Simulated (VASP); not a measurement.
# SnSe (I4/mmm) in VASP: further runs

The runs below take SnSe through single point, with LDA.

Program: VASP 6.6.1. These are calculated values, not measurements. Logs are shortened: lines on timing, memory, paths and dates and some standing lists are left out, and cuts for length are marked.

**1. The cell of the first run**

The structure is tetragonal, space group I4/mmm (No. 139). The conventional cell has a = 4.494 Å, b = 4.494 Å, c = 5.402 Å, α = 90.00°, β = 90.00°, γ = 90.00°. Sn (site symmetry 4/mmm) has 6 Se at 2.70 to 3.18 Å within 3.6 Å. Within 3.6 Å of Se (site symmetry 4/mmm) lie 6 Sn at 2.70 to 3.18 Å.

**2. Single point, LDA**

INCAR reads:

```
SYSTEM = SnSe
ALGO = Normal
EDIFF = 1E-6
ENCUT = 520
GGA = CA
ISIF = 2
ISMEAR = 0
LASPH = .TRUE.
LCHARG = .FALSE.
LREAL = .FALSE.
LWAVE = .FALSE.
NBANDS = 17
NELM = 60
PREC = Accurate
SIGMA = 0.05
```

KPOINTS reads:

```
k-points
0
G
  10 10 10
  0 0 0
```

POSCAR reads:

```
SnSe
1.0
    0.0000000000      3.1775582479      2.7009245107
    3.1775582479      0.0000000000      2.7009245107
    3.1775582479      3.1775582479      0.0000000000
Sn Se
1 1
Direct
    0.0000000000      0.0000000000      0.0000000000
    0.5000000000      0.5000000000      0.5000000000
```

Potentials or basis: VASP PAW LDA potentials, release 64 (Sn_d, Se).

Command:

```sh
$ cat potpaw_LDA.64/Sn_d/POTCAR potpaw_LDA.64/Se/POTCAR > POTCAR
$ mpirun -np 1 vasp_std > vasp.out
```

OUTCAR:

```text
SYSTEM = SnSe
   EDIFF = 1E-6
   ENCUT = 520
   GGA = CA
   ISIF = 2
   ISMEAR = 0
   LASPH = .TRUE.
   LREAL = .FALSE.
   NELM = 60
   PREC = Accurate

 ion  position               nearest neighbor table
   1  0.000  0.000  0.000-   2 2.70   2 2.70   2 3.18   2 3.18   2 3.18   2 3.18
   2  0.500  0.500  0.500-   1 2.70   1 2.70   1 3.18   1 3.18   1 3.18   1 3.18

  LATTYP: Found a body centered tetragonal cell.
 ALAT       =     4.4937459694
 C/A-ratio  =     1.2020815280

  Lattice vectors:

 A1 = (   0.0000000000,  -3.1775582479,  -2.7009245107)
 A2 = (   0.0000000000,   3.1775582479,  -2.7009245107)
 A3 = (   3.1775582479,   0.0000000000,   2.7009245107)

Analysis of symmetry for initial positions (statically):
=====================================================================
 Subroutine PRICEL returns:
 Original cell was already a primitive cell.

 Routine SETGRP: Setting up the symmetry group for a
 body centered tetragonal supercell.

 Subroutine GETGRP returns: Found 16 space group operations
 (whereof 16 operations were pure point group operations)
 out of a pool of 16 trial point group operations.

The static configuration has the point symmetry D_4h.

Analysis of symmetry for dynamics (positions and initial velocities):
=====================================================================
 Subroutine PRICEL returns:
 Original cell was already a primitive cell.

 Routine SETGRP: Setting up the symmetry group for a
 body centered tetragonal supercell.

 Subroutine GETGRP returns: Found 16 space group operations
 (whereof 16 operations were pure point group operations)
 out of a pool of 16 trial point group operations.

The dynamic configuration has the point symmetry D_4h.

 Subroutine INISYM returns: Found 16 space group operations
 (whereof 16 operations are pure point group operations),
 and found     1 'primitive' translations

----------------------------------------------------------------------------------------

                                     Primitive cell

  volume of cell :      54.5418

  direct lattice vectors                    reciprocal lattice vectors
     0.000000000  3.177558248  2.700924511    -0.157353528  0.157353528  0.185121797
     3.177558248  0.000000000  2.700924511     0.157353528 -0.157353528  0.185121797
[... 75 lines left out ...]
 SYSTEM =  SnSe
   PREC   = accura    normal or accurate (medium, high low for compatibility)
   ISTART =      0    job   : 0-new  1-cont  2-samecut
   ICHARG =      2    charge: 1-file 2-atom 10-const
   ISPIN  =      1    spin polarized calculation?
   LNONCOLLINEAR =      F non collinear calculations
   LSORBIT =      F    spin-orbit coupling
   LASPH  =      T    aspherical Exc in radial PAW
   ENCUT  =  520.0 eV  38.22 Ry    6.18 a.u.   7.75  7.75  8.36*2*pi/ulx,y,z
   NELM   =     60;   NELMIN=  2; NELMDL= -5     # of ELM steps
   EDIFF  = 0.1E-05   stopping-criterion for ELM
   LREAL  =      F    real-space projection
   EDIFFG = 0.1E-04   stopping-criterion for IOM
   NSW    =      0    number of steps for IOM
   IBRION =     -1    ionic relax: 0-MD 1-quasi-New 2-CG
   NFREE  =      0    steps in history (QN), initial steepest desc. (CG)
   ISIF   =      2    stress and relaxation
   ISYM   =      2    0-nonsym 1-usesym 2-fastsym
   POTIM  = 0.5000    time-step for ionic-motion
   TEBEG  =    0.0;   TEEND  =   0.0 temperature during run
   PSTRESS=    0.0 pullay stress
   NELECT =      20.0000    total number of electrons
   NUPDOWN=      -1.0000    fix difference up-down
   EMIN   =  10.00;   EMAX   =-10.00  energy-range for DOS
   EFERMI =   0.00;   METHOD = LEGACY
   ISMEAR =     0;   SIGMA  =   0.05  broadening in eV -4-tet -1-fermi 0-gaus
   EFERMI_NEDOS =   21; number of points for ismear=-14 and -15
   IALGO  =     38    algorithm
   IMIX   =      4    mixing-type and parameters
     AMIX     =   0.40;   BMIX     =  1.00
     AMIX_MAG =   1.60;   BMIX_MAG =  1.00
  volume/ion in A,a.u.               =      27.27       184.03
  Fermi-wavevector in a.u.,A,eV,Ry     =   1.171768  2.214321 18.681350  1.373040
  Thomas-Fermi vector in A             =   2.308207
   LORBIT       =      0    0 simple, 1 ext, 2 COOP (PROOUT), +10 PAW based schemes
   GGA     = CA    functional components
   LHFCALC =     F    Hartree Fock is set to
   AEXX    =    0.0000 exact exchange contribution
   IVDW    =     0    specifies the selected vdW correction
   LEPSILON=     F    determine dielectric tensor
   LRPA    =     F    only Hartree local field effects (RPA)
 non-spin polarized calculation
 Gauss-broadening in eV      SIGMA  =   0.05
  energy-cutoff  :      520.00
  volume of cell :       54.54
 maximum number of plane-waves:      1490
   NGX = 15   NGY = 15   NGZ = 17

 number of electron      20.0000002 magnetization

 Free energy of the ion-electron system (eV)
  ---------------------------------------------------
  ext. energy  EPLUGINS =         0.00000000
  ---------------------------------------------------
  free energy    TOTEN  =        -9.07775003 eV

  energy without entropy =       -9.07688241  energy(sigma->0) =       -9.07731622

 E-fermi :   5.7795     XC(G=0):  -9.8525

 val. band max:        5.7735540686   @ k =  -0.4000   0.1000   0.0000
 cond. band min:       5.8429458276   @ k =   0.5000  -0.0000   0.1000
 fundamental gap:      0.0693917590
 Fermi energy:         5.7795463309

 k-point     1 :       0.0000    0.0000    0.0000
  band No.  band energies     occupation
      1     -16.1105      2.00000
      2     -16.1029      2.00000
      3     -16.0923      2.00000
      4     -16.0719      2.00000
      5     -16.0719      2.00000
      6      -8.5895      2.00000
[... 457 lines left out ...]
      4     -16.0547      2.00000
      5     -16.0542      2.00000
      6      -7.4329      2.00000
[... 9 lines left out ...]
     16      15.2967      0.00000
     17      17.6332      0.00000

 [... further k-points ...]
[... 5 lines left out ...]
  --------------------------------------------------------------------------------------
  -------------------------------------------------------------------------------------
  Total       -2.3733329     -2.3733329      5.0536580      0.0000000      0.0000000      0.0000000
  in kB      -69.7171715    -69.7171715    148.4523062      0.0000000      0.0000000      0.0000000
  external PRESSURE =       3.0059877 kB  Pullay stress =       0.0000000 kB

 VOLUME and BASIS-vectors are now :
 -----------------------------------------------------------------------------
  energy-cutoff  :      520.00
  volume of cell :       54.54
      direct lattice vectors                 reciprocal lattice vectors
     0.000000000  3.177558248  2.700924511    -0.157353528  0.157353528  0.185121797
     3.177558248  0.000000000  2.700924511     0.157353528 -0.157353528  0.185121797
     3.177558248  3.177558248  0.000000000     0.157353528  0.157353528 -0.185121797

 POSITION                                       TOTAL-FORCE (eV/Angst)
 -----------------------------------------------------------------------------------
      0.00000      0.00000      0.00000         0.000000      0.000000      0.000000
      3.17756      3.17756      2.70092         0.000000      0.000000      0.000000
 -----------------------------------------------------------------------------------
    total drift:                                0.000000     -0.000000     -0.000000

  FREE ENERGIE OF THE ION-ELECTRON SYSTEM (eV)
  ---------------------------------------------------
  free  energy   TOTEN  =        -9.0777500325 eV

  energy  without entropy=       -9.0768824130  energy(sigma->0) =       -9.07731622
```

stdout:

```text
POSCAR found type information on POSCAR SnSe
 POSCAR found :  2 types and       2 ions
 scaLAPACK will be used
 LDA part: xc-table for (Slater(with rela. corr.)+CA(PZ))
 , standard interpolation
 POSCAR, INCAR and KPOINTS ok, starting setup
 FFT: planning ... GRIDC
 FFT: planning ... GRID_SOFT
 FFT: planning ... GRID
 WAVECAR not read
 entering main loop
```

It took 43 s on 1 thread of Intel Xeon Platinum 8559C (Emerald Rapids), shared host; peak memory 0.23 GiB.

What came out:

| Quantity | Value |
| --- | --- |
| Free energy | -9.0778 eV |
| Pressure | 0.3 GPa |

Caveat: spin-orbit coupling is left out, which moves the levels of the heavy elements.

**3. Single point, LDA**

This run uses another cell than the first one, of the same volume but with other edges.

INCAR reads:

```
  ALGO = Normal
  EDIFF = 1E-7
  ENCUT = 520
  GGA = CA
  ISIF = 2
  ISMEAR = 0
  LASPH = True
  LCHARG = False
  LREAL = False
  LWAVE = False
  NBANDS = 17
  NELM = 60
  PREC = Accurate
  SIGMA = 0.05
```

KPOINTS reads:

```
k-points
0
Gamma
  10 10 10
```

POSCAR reads:

```
SnSe
1.0
    0.0000000000      3.2699036899      2.5505248782
    3.2699036899      0.0000000000      2.5505248782
    3.2699036899      3.2699036899      0.0000000000
Sn Se
1 1
Direct
    0.0000000000      0.0000000000      0.0000000000
    0.5000000000      0.5000000000      0.5000000000
```

Potentials or basis: VASP PAW LDA potentials, release 64 (Sn_d, Se).

Command:

```sh
$ cat potpaw_LDA.64/Sn_d/POTCAR potpaw_LDA.64/Se/POTCAR > POTCAR
$ mpirun -np 1 vasp_std > vasp.out
```

OUTCAR:

```text
EDIFF = 1E-7
   ENCUT = 520
   GGA = CA
   ISIF = 2
   ISMEAR = 0
   LASPH = True
   LREAL = False
   NELM = 60
   PREC = Accurate

 ion  position               nearest neighbor table
   1  0.000  0.000  0.000-   2 2.55   2 2.55   2 3.27   2 3.27   2 3.27   2 3.27
   2  0.500  0.500  0.500-   1 2.55   1 2.55   1 3.27   1 3.27   1 3.27   1 3.27

  LATTYP: Found a body centered tetragonal cell.
 ALAT       =     4.6243421459
 C/A-ratio  =     1.1030865787

  Lattice vectors:

 A1 = (   0.0000000000,  -3.2699036899,  -2.5505248782)
 A2 = (   0.0000000000,   3.2699036899,  -2.5505248782)
 A3 = (   3.2699036899,   0.0000000000,   2.5505248782)

Analysis of symmetry for initial positions (statically):
=====================================================================
 Subroutine PRICEL returns:
 Original cell was already a primitive cell.

 Routine SETGRP: Setting up the symmetry group for a
 body centered tetragonal supercell.

 Subroutine GETGRP returns: Found 16 space group operations
 (whereof 16 operations were pure point group operations)
 out of a pool of 16 trial point group operations.
[... 156 lines left out ...]
  ---------------------------------------------------
  ext. energy  EPLUGINS =         0.00000000
  ---------------------------------------------------
  free energy    TOTEN  =        -8.56353945 eV

  energy without entropy =       -8.56173332  energy(sigma->0) =       -8.56263639

 E-fermi :   5.9124     XC(G=0):  -9.8209

 val. band max:        5.8895200626   @ k =  -0.4000   0.2000   0.1000
 cond. band min:       5.9156933574   @ k =   0.3000   0.2000   0.1000
 fundamental gap:      0.0261732948
 Fermi energy:         5.9123723257

 k-point     1 :       0.0000    0.0000    0.0000
  band No.  band energies     occupation
      1     -16.2056      2.00000
      2     -16.1431      2.00000
      3     -16.1314      2.00000
      4     -16.1175      2.00000
      5     -16.1175      2.00000
      6      -8.8309      2.00000
[... 457 lines left out ...]
      4     -16.1002      2.00000
      5     -16.0996      2.00000
      6      -7.6563      2.00000
[... 9 lines left out ...]
     16      15.1527      0.00000
     17      17.8163      0.00000

 [... further k-points ...]
[... 5 lines left out ...]
  --------------------------------------------------------------------------------------
  -------------------------------------------------------------------------------------
  Total       -2.1907525     -2.1907525      8.6967253      0.0000000      0.0000000      0.0000000
  in kB      -64.3538329    -64.3538329    255.4682039      0.0000000      0.0000000      0.0000000
  external PRESSURE =      42.2535127 kB  Pullay stress =       0.0000000 kB

 VOLUME and BASIS-vectors are now :
 -----------------------------------------------------------------------------
  energy-cutoff  :      520.00
  volume of cell :       54.54
      direct lattice vectors                 reciprocal lattice vectors
     0.000000000  3.269903690  2.550524878    -0.152909702  0.152909702  0.196038080
     3.269903690  0.000000000  2.550524878     0.152909702 -0.152909702  0.196038080
     3.269903690  3.269903690  0.000000000     0.152909702  0.152909702 -0.196038080

 POSITION                                       TOTAL-FORCE (eV/Angst)
 -----------------------------------------------------------------------------------
      0.00000      0.00000      0.00000         0.000000     -0.000000      0.000000
      3.26990      3.26990      2.55052        -0.000000      0.000000      0.000000
 -----------------------------------------------------------------------------------
    total drift:                                0.000000     -0.000000     -0.000000

  FREE ENERGIE OF THE ION-ELECTRON SYSTEM (eV)
  ---------------------------------------------------
  free  energy   TOTEN  =        -8.5635394506 eV

  energy  without entropy=       -8.5617333218  energy(sigma->0) =       -8.56263639
```

stdout:

```text
POSCAR found type information on POSCAR SnSe
 POSCAR found :  2 types and       2 ions
 scaLAPACK will be used
 LDA part: xc-table for (Slater(with rela. corr.)+CA(PZ))
 , standard interpolation
 POSCAR, INCAR and KPOINTS ok, starting setup
 FFT: planning ... GRIDC
 FFT: planning ... GRID_SOFT
 FFT: planning ... GRID
 WAVECAR not read
 entering main loop
```

Run time: 55 s. Hardware: 1 thread of Intel Xeon Platinum 8559C (Emerald Rapids), shared host; peak memory 0.22 GiB.

What came out:

```yaml
Free_energy: -8.5635 eV
Pressure: 4.2 GPa
Band_gap_on_the_k_mesh: zero (band 10 reaches 6.50 eV, above the bottom of band 11 at 5.76 eV)
```

Caveat: spin-orbit coupling is left out, which moves the levels of the heavy elements.

**4. Single point, LDA**

This run uses another cell than the first one, of the same volume but with other edges.

INCAR reads:

```
SYSTEM = SnSe
ALGO = Normal
EDIFF = 1E-7
ENCUT = 520
GGA = CA
ISIF = 2
ISMEAR = 0
LASPH = .TRUE.
LCHARG = .FALSE.
LREAL = .FALSE.
LWAVE = .FALSE.
NBANDS = 17
NELM = 60
PREC = Accurate
SIGMA = 0.05
```

KPOINTS reads:

```
k-points
0
G
  10 10 10
  0 0 0
```

POSCAR reads:

```
SnSe
1.0
    0.0000000000      2.7579435845      3.5853266598
    2.7579435845      0.0000000000      3.5853266598
    2.7579435845      2.7579435845      0.0000000000
Sn Se
1 1
Direct
    0.0000000000      0.0000000000      0.0000000000
    0.5000000000      0.5000000000      0.5000000000
```

Command:

```sh
$ cat potpaw_LDA.64/Sn_d/POTCAR potpaw_LDA.64/Se/POTCAR > POTCAR
$ mpirun -np 1 vasp_std > vasp.out
```

Run time: 56 s. Hardware: 1 thread of Intel Xeon Platinum 8559C (Emerald Rapids), shared host; peak memory 0.22 GiB.

It converged, with:

```yaml
Free_energy: -8.8706 eV
Pressure: 4.1 GPa
Band_gap_on_the_k_mesh: zero (band 10 reaches 6.34 eV, above the bottom of band 11 at 5.51 eV)
```

Stress tensor (GPa, compression positive):
```
 9.82  0.00  0.00
 0.00  9.82  0.00
 0.00  0.00 -7.21
```

Levels at points of the mesh, in eV from the Fermi level:
```
           k point  band 6  band 7  band 8  band 9  band 10  band 11  band 12  band 13  band 14  band 15
(0.00, 0.00, 0.00)  -14.42   -4.90   -3.16   -3.16    -1.98     2.05     4.41     4.68     6.25     6.25
(0.50, 0.00, 0.00)  -13.42   -8.72   -2.51   -1.91    -0.53     1.08     1.19     1.66     7.70     9.86
(0.50, 0.50, 0.00)  -13.88   -5.44   -5.16   -3.66    -3.66     3.36     3.99     6.39     6.39    10.85
(0.50, 0.00, 0.50)  -12.72   -6.39   -6.12   -5.43    -2.74     2.44     2.82     6.84     7.89     8.23
```

Caveat: spin-orbit coupling is left out, which moves the levels of the heavy elements.

[end of part 1 of 2]
